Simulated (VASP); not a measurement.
# Rh: single point with LDA

Rh:

```
Rh
1.0
     2.78454    0.00000    0.00000
    -1.39227    2.41148    0.00000
     0.00000    0.00000    4.51534
Rh
2
Direct
  0.33333 0.66667 0.25000
  0.66667 0.33333 0.75000
```

This cell differs from its parent crystal: volume scaled by 1.06.

```json
{
  "Program": "VASP 6.6.1",
  "Task": "single point",
  "Functional": "LDA",
  "Potentials or basis": "VASP PAW LDA potentials, release 64 (Rh_pv)",
  "Cutoff": "520 eV",
  "k mesh": "11 × 11 × 6",
  "Occupations": "fermi-dirac, width 0.05 eV",
  "Spin": "no spin polarisation",
  "Dipole correction": "no",
  "Further INCAR settings": "ALGO = Normal; EDIFF = 1e-06; NBANDS = 22"
}
```

- Pressure: -29.1 GPa
- Band gap on the k mesh: zero (band 15 reaches 10.59 eV, above the bottom of band 16 at 8.57 eV)

Stress tensor (GPa, compression positive):
```
-28.62   0.00   0.00
  0.00 -28.62   0.00
  0.00   0.00 -30.21
```

Levels at points of the mesh, in eV from the Fermi level:
```tsv
k point	band 11	band 12	band 13	band 14	band 15	band 16	band 17	band 18	band 19	band 20
(0.00, 0.00, 0.00)	-2.61	-2.17	-2.17	-1.63	-1.63	0.13	0.13	0.80	7.62	15.85
(0.00, 0.00, 0.50)	-2.70	-2.70	-2.70	-2.70	-0.37	-0.37	-0.37	-0.37	14.28	14.28
```

It took 71 s on 1 thread of AMD EPYC 7R13 (shared host), peak memory 0.13 GiB.
